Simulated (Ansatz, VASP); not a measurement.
**One calculation of Re, two programs**

INCAR

```
PREC = Accurate
ENCUT = 520
EDIFF = 1E-6
ISMEAR = 0
SIGMA = 0.15
LREAL = F
LASPH = T
NELM = 80
ALGO = Fast
ISIF = 2
LWAVE = F
LCHARG = T
GGA = PE
LELF = T
LVHAR = T
NBANDS = 14
```

The input KPOINTS:

```
regular mesh
0
Gamma
  18 18 10
```

The input POSCAR:

```
Re
1.0
    2.7748241524      0.0000000000      0.0000000000
   -1.3874120762      2.4030682070      0.0000000000
    0.0000000000      0.0000000000      4.4842238099
Re
2
Direct
    0.3418640941      0.6837281882      0.1958100197
    0.6581359059      0.3162718118      0.8041899803
```

Input for Ansatz:

```yaml
crystal:
  lattice:
    - [2.7748241524, 0.0, 0.0]
    - [-1.3874120762, 2.403068207, 0.0]
    - [0.0, 0.0, 4.4842238099]
  atoms:
    - { symbol: Re, position: [0.3418640941, 0.6837281882, 0.1958100197] }
    - { symbol: Re, position: [0.6581359059, 0.3162718118, 0.8041899803] }
basis:
  ecutwfc: 420
kpoints:
  mp_grid: { grid: [18, 18, 10] }
hamiltonian:
  xc: pbe
scf:
  occupations: { method: gaussian, width: 0.15 }
output:
  forces: true
  stress: true
  eigenvalues: true
```

Change from the starting cell: mode 4 frozen in at -0.243 Å and mode 6 at +0.041 Å (largest displacements).

Alike in both runs: task single point; functional PBE; k mesh 18 × 18 × 10; occupations gaussian, width 0.15 eV; no spin polarisation.

```csv
,VASP,Ansatz
version,VASP 6.6.1,Ansatz 0.2.0
potentials or method,"VASP PAW PBE potentials, release 64 (Re), cutoff 520 eV","scalar-relativistic, plane waves, PAW"
valence electrons in the cell,14,30
```

Ansatz gave:

```
gap on the k mesh at the Fermi level (eV) : none
rms of the force components (eV/Å)        : 4.778
```

**Question.** Which values does VASP return?

**Answer.** gap on the k mesh at the Fermi level (eV): none; rms of the force components (eV/Å): 4.591.

Atom by atom the forces differ by 0.190 eV/Å (rms over components). A gap of «none» marks a metal or a gap that the smearing closes. With one functional, cell and mesh, what is left measures potentials, basis and numerics. VASP's potentials hold 14 valence electrons a cell and Ansatz's 30, so a difference there can come from the potentials and not from the codes.

Spin-orbit coupling is off throughout.
